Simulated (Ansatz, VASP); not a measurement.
**One calculation of Y3NbO2, two programs**

```
Y Nb O
1.0
     3.18188    0.00000    0.00000
     0.00000    3.18188    0.00000
     0.00000    0.00000    9.75258
Y Nb O
3 1 2
Cartesian
  1.5909 1.5909 1.7723
  1.5909 1.5909 4.8763
  1.5909 1.5909 7.9803
  0.0000 0.0000 0.0000
  0.0000 0.0000 3.3088
  0.0000 0.0000 6.4437
```

Change from the starting cell: species swapped into the Mg3HgAu2 type (P4/mmm, No. 123).

Alike in both runs: task single point; functional PBE; k mesh 6 × 6 × 2; occupations gaussian, width 0.1 eV; no spin polarisation.

```csv
,VASP,Ansatz
version,VASP 6.6.1,Ansatz 0.2.0
potentials or method,"VASP PAW PBE potentials, release 64 (Y_sv, Nb_sv, O), cutoff 520 eV","scalar-relativistic, plane waves, PAW"
valence electrons in the cell,58,58
```

|  | VASP | Ansatz | Ansatz less VASP |
| --- | --- | --- | --- |
| gap on the k mesh at the Fermi level (eV) | none | none | - |
| pressure (GPa) | 7.0 | 7.1 | +0.12 |
| traceless stress, the component that is largest in VASP (GPa) | 9.59 | 9.55 | -0.041 |
| rms of the force components (eV/Å) | 0.900 | 0.901 | +0.0010 |

Atom by atom the forces differ by 0.002 eV/Å (rms over components). A gap of «none» marks a metal or a gap that the smearing closes. The functional is the same, so the differences come from potentials, cutoffs and numerics.
